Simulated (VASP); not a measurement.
# Zn2GeS3 (P3m1) in VASP: relaxation of cell and atoms with LDA

Aim: the relaxation of cell and atoms of Zn2GeS3 with LDA.

Everything below comes from runs of VASP 6.6.1. Logs are shortened: lines on timing, memory, paths and dates and some standing lists are left out, and cuts for length are marked.

## (1) The cell of the first run

The structure is trigonal, space group P3m1 (No. 156). The conventional cell has a = 3.854 Å, b = 3.854 Å, c = 10.581 Å, α = 90.00°, β = 90.00°, γ = 120.00°. Zn (site symmetry 3m) has 4 S at 2.34 to 2.45 Å within 3.1 Å. Within 3.1 Å of Zn (site symmetry 3m) lie 4 S at 2.33 to 2.46 Å. Within 3.4 Å of Ge (site symmetry 3m) lie 4 S at 2.56 to 3.01 Å. S (site symmetry 3m) has 3 Zn at 2.34 Å and 1 Ge at 3.01 Å within 3.1 Å. Within 3.1 Å of S (site symmetry 3m) lie 4 Zn at 2.33 to 2.45 Å. S (site symmetry 3m) has 1 Zn at 2.46 Å and 3 Ge at 2.56 Å within 3.2 Å.

## (2) Relaxation of cell and atoms, LDA

Input file INCAR:

```
  ALGO = Normal
  EDIFF = 1E-7
  EDIFFG = -0.005
  ENCUT = 600
  IBRION = 2
  ISIF = 3
  ISMEAR = 0
  LASPH = T
  LCHARG = F
  LREAL = F
  LWAVE = F
  NELM = 100
  NSW = 70
  PREC = Accurate
  SIGMA = 0.02
```

Input file KPOINTS:

```
k-points
0
Gamma
  9 9 4
```

Input file POSCAR:

```
Zn2GeS3
1.0
    3.8535026258      0.0000000000      0.0000000000
   -1.9267513129      3.3372311675      0.0000000000
    0.0000000000      0.0000000000     10.5808558017
Zn Ge S
2 1 3
Direct
    0.6666666667      0.3333333333      0.3523743034
    0.3333333333      0.6666666667      0.6484324039
    0.0000000000      0.0000000000      0.9997392426
    0.0000000000      0.0000000000      0.2846476908
    0.6666666667      0.3333333333      0.5841324681
    0.3333333333      0.6666666667      0.8806738912
```

Potentials or basis: VASP PAW LDA potentials, release 64 (Zn, Ge_d, S).

Launch:

```bash
cat potpaw_LDA.64/Zn/POTCAR potpaw_LDA.64/Ge_d/POTCAR potpaw_LDA.64/S/POTCAR > POTCAR
mpirun -np 1 vasp_std > vasp.out
```

OUTCAR:

```text
EDIFF = 1E-7
   EDIFFG = -0.005
   ENCUT = 600
   IBRION = 2
   ISIF = 3
   ISMEAR = 0
   LASPH = T
   LREAL = F
   NELM = 100
   NSW = 70
   PREC = Accurate

 ion  position               nearest neighbor table
   1  0.667  0.333  0.352-   4 2.34   4 2.34   4 2.34   5 2.45
   2  0.333  0.667  0.648-   5 2.33   5 2.33   5 2.33   6 2.46
   3  0.000  0.000  1.000-   6 2.56   6 2.56   6 2.56
   4  0.000  0.000  0.285-   1 2.34   1 2.34   1 2.34
   5  0.667  0.333  0.584-   2 2.33   2 2.33   2 2.33   1 2.45
   6  0.333  0.667  0.881-   2 2.46   3 2.56   3 2.56   3 2.56

  LATTYP: Found a hexagonal cell.
 ALAT       =     3.8535026258
 C/A-ratio  =     2.7457762013

  Lattice vectors:

 A1 = (   3.8535026258,   0.0000000000,   0.0000000000)
 A2 = (  -1.9267513129,   3.3372311675,   0.0000000000)
 A3 = (   0.0000000000,   0.0000000000,  10.5808558017)

Analysis of symmetry for initial positions (statically):
=====================================================================
 Subroutine PRICEL returns:
 Original cell was already a primitive cell.

 Routine SETGRP: Setting up the symmetry group for a
 hexagonal supercell.

 Subroutine GETGRP returns: Found  6 space group operations
 (whereof  6 operations were pure point group operations)
 out of a pool of 24 trial point group operations.

The static configuration has the point symmetry C_3v.

Analysis of symmetry for dynamics (positions and initial velocities):
=====================================================================
 Subroutine PRICEL returns:
 Original cell was already a primitive cell.

 Routine SETGRP: Setting up the symmetry group for a
 hexagonal supercell.

 Subroutine GETGRP returns: Found  6 space group operations
 (whereof  6 operations were pure point group operations)
 out of a pool of 24 trial point group operations.

The dynamic configuration has the point symmetry C_3v.

 Subroutine INISYM returns: Found  6 space group operations
 (whereof  6 operations are pure point group operations),
 and found     1 'primitive' translations

----------------------------------------------------------------------------------------

[... 118 lines left out ...]
   IMIX   =      4    mixing-type and parameters
     AMIX     =   0.40;   BMIX     =  1.00
     AMIX_MAG =   1.60;   BMIX_MAG =  1.00
  volume/ion in A,a.u.               =      22.68       153.04
  Fermi-wavevector in a.u.,A,eV,Ry     =   1.217727  2.301170 20.175521  1.482859
  Thomas-Fermi vector in A             =   2.353038
   LORBIT       =      0    0 simple, 1 ext, 2 COOP (PROOUT), +10 PAW based schemes
   GGA     = CA    functional components
   LHFCALC =     F    Hartree Fock is set to
   AEXX    =    0.0000 exact exchange contribution
   IVDW    =     0    specifies the selected vdW correction
   LEPSILON=     F    determine dielectric tensor
   LRPA    =     F    only Hartree local field effects (RPA)
 conjugate gradient relaxation of ions
 non-spin polarized calculation
 Gauss-broadening in eV      SIGMA  =   0.02
  energy-cutoff  :      600.00
  volume of cell :      136.07
 maximum number of plane-waves:      4584
 NGX is ok and might be reduce to    32
   NGX = 15   NGY = 15   NGZ = 43

--------------------------------------- Ionic step        1  -------------------------------------------

 number of electron      55.9999984 magnetization

 Free energy of the ion-electron system (eV)
  ---------------------------------------------------
  ext. energy  EPLUGINS =         0.00000000
  ---------------------------------------------------
  free energy    TOTEN  =       -25.77664638 eV

  energy without entropy =      -25.77664638  energy(sigma->0) =      -25.77664638

------------------------ aborting loop because EDIFF is reached ----------------------------------------

  FORCE on cell =-STRESS in cart. coord.  units (eV):
  Direction    XX          YY          ZZ          XY          YZ          ZX
  --------------------------------------------------------------------------------------
  -------------------------------------------------------------------------------------
  Total       -4.0993573     -4.0993573     -3.7730173      0.0000000     -0.0000000     -0.0000000
  in kB      -48.2684782    -48.2684782    -44.4259408      0.0000000     -0.0000000     -0.0000000
  external PRESSURE =     -46.9876324 kB  Pullay stress =       0.0000000 kB
[... 101 lines left out ...]
  FREE ENERGIE OF THE ION-ELECTRON SYSTEM (eV)
  ---------------------------------------------------
  free  energy   TOTEN  =       -25.9343357670 eV

  energy  without entropy=      -25.9343357670  energy(sigma->0) =      -25.93433577

[... ionic steps 4 to 13 ...]

--------------------------------------- Ionic step       14  -------------------------------------------

 number of electron      56.0000004 magnetization

------------------------ aborting loop because EDIFF is reached ----------------------------------------
[... 75 lines left out ...]
--------------------------------------- Ionic step       16  -------------------------------------------

 number of electron      56.0000003 magnetization

 Free energy of the ion-electron system (eV)
  ---------------------------------------------------
  ext. energy  EPLUGINS =         0.00000000
  ---------------------------------------------------
  free energy    TOTEN  =       -25.94483894 eV

  energy without entropy =      -25.94483894  energy(sigma->0) =      -25.94483894

 E-fermi :   3.1653     XC(G=0):  -9.9009

 val. band max:        3.0299588925   @ k =   0.1111  -0.0000   0.5000
 cond. band min:       3.7296794405   @ k =   0.4444   0.0000   0.2500
 fundamental gap:      0.6997205480
 Fermi energy:         3.1653496920

 k-point     1 :       0.0000    0.0000    0.0000
  band No.  band energies     occupation
      1     -21.9794      2.00000
      2     -21.9794      2.00000
      3     -21.9470      2.00000
      4     -21.9470      2.00000
      5     -21.9421      2.00000
      6     -11.3790      2.00000
[... 853 lines left out ...]
     32       7.2596      0.00000
     33       7.6925      0.00000

 [... further k-points ...]

------------------------ aborting loop because EDIFF is reached ----------------------------------------

  FORCE on cell =-STRESS in cart. coord.  units (eV):
  Direction    XX          YY          ZZ          XY          YZ          ZX
  --------------------------------------------------------------------------------------
  -------------------------------------------------------------------------------------
  Total        0.0144723      0.0144723      0.0032125      0.0000000      0.0000000      0.0000000
  in kB        0.1850656      0.1850656      0.0410795      0.0000000      0.0000000      0.0000000
  external PRESSURE =       0.1370702 kB  Pullay stress =       0.0000000 kB
[... 21 lines left out ...]
  FREE ENERGIE OF THE ION-ELECTRON SYSTEM (eV)
  ---------------------------------------------------
  free  energy   TOTEN  =       -25.9448389439 eV

  energy  without entropy=      -25.9448389439  energy(sigma->0) =      -25.94483894

 reached required accuracy - stopping structural energy minimisation
```

OSZICAR:

```text
N       E                     dE             d eps       ncg     rms          rms(c)
DAV:   1     0.490050304096E+03    0.49005E+03   -0.28741E+04  3252   0.288E+03
DAV:   2     0.544126791348E+02   -0.43564E+03   -0.42731E+03  2862   0.685E+02
DAV:   3    -0.227925766613E+02   -0.77205E+02   -0.76148E+02  3368   0.191E+02
[... 142 lines left out ...]
DAV:   1    -0.259448508064E+02   -0.19906E-04   -0.40698E-03  2926   0.405E-01    0.367E-02
DAV:   2    -0.259448431615E+02    0.76448E-05   -0.14843E-04  3529   0.152E-01    0.149E-02
DAV:   3    -0.259448402994E+02    0.28621E-05   -0.97110E-06  3646   0.256E-02    0.899E-03
DAV:   4    -0.259448389553E+02    0.13442E-05   -0.28124E-06  3600   0.137E-02    0.237E-03
DAV:   5    -0.259448389439E+02    0.11327E-07   -0.62460E-07  3193   0.968E-03
  16 F= -.25944839E+02 E0= -.25944839E+02  d E =-.805977E-05
```

It took 19 min on 1 thread of Intel Xeon 6975P-C (Granite Rapids), shared host; peak memory 0.41 GiB.

What came out:

```yaml
Free_energy: -25.9448 eV
Relaxed_volume: 20.88 Å³/atom
Relaxed_cell: a = 3.745 Å, b = 3.745 Å, c = 10.314 Å, α = 90.00°, β = 90.00°, γ = 120.00°
Space_group_after_relaxing_to_0.1_Å: P3m1 (No. 156)
Energy_gained_by_relaxing: 28.0 meV/atom
Ionic_steps: 16
Pressure_after_relaxing: 0.0 GPa
Largest_force_after_relaxing: 0.003 eV/Å
Band_gap_on_the_k_mesh: 0.70 eV (least direct gap 1.21 eV)
```

Forces in eV/Å, atoms in the order of the input:
```
Zn   0.000  0.000 -0.001
Zn   0.000  0.000  0.001
Ge   0.000  0.000  0.001
S    0.000  0.000 -0.003
S    0.000  0.000  0.000
S    0.000  0.000  0.003
```

The path:
| step | energy change (eV) | largest force (eV/Å) | pressure (GPa) | volume (Å³) |
| --- | --- | --- | --- | --- |
| 1 | 0.0000 | 0.1985 | -4.70 | 136.07 |
| 2 | -0.1438 | 0.4703 | 1.58 | 123.39 |
| 3 | -0.1577 | 0.3648 | -0.02 | 126.08 |
| 4 | -0.1658 | 0.1309 | 0.00 | 125.63 |
| 5 | -0.1671 | 0.0661 | 0.03 | 125.34 |
| 6 | -0.1671 | 0.0666 | 0.03 | 125.36 |
| 7 | -0.1678 | 0.0331 | -0.03 | 125.42 |
| 8 | -0.1681 | 0.0143 | -0.08 | 125.47 |
| 9 | -0.1681 | 0.0097 | -0.09 | 125.49 |
| 10 | -0.1681 | 0.0159 | 0.07 | 125.22 |
| 11 | -0.1682 | 0.0139 | 0.02 | 125.31 |
| 12 | -0.1682 | 0.0136 | 0.00 | 125.32 |
| 13 | -0.1682 | 0.0138 | 0.01 | 125.31 |
| 14 | -0.1682 | 0.0097 | 0.00 | 125.31 |
| 15 | -0.1682 | 0.0052 | -0.01 | 125.31 |
| 16 | -0.1682 | 0.0034 | 0.01 | 125.29 |

Final structure:
```
Zn Ge S
1.0
     3.74523    0.00000    0.00000
    -1.87262    3.24347    0.00000
     0.00000    0.00000   10.31416
Zn Ge S
2 1 3
Direct
  0.66667 0.33333 0.35377
  0.33333 0.66667 0.64902
  0.00000 0.00000 0.00191
  0.00000 0.00000 0.28434
  0.66667 0.33333 0.58277
  0.33333 0.66667 0.87820
```

A k mesh can miss the band edges.
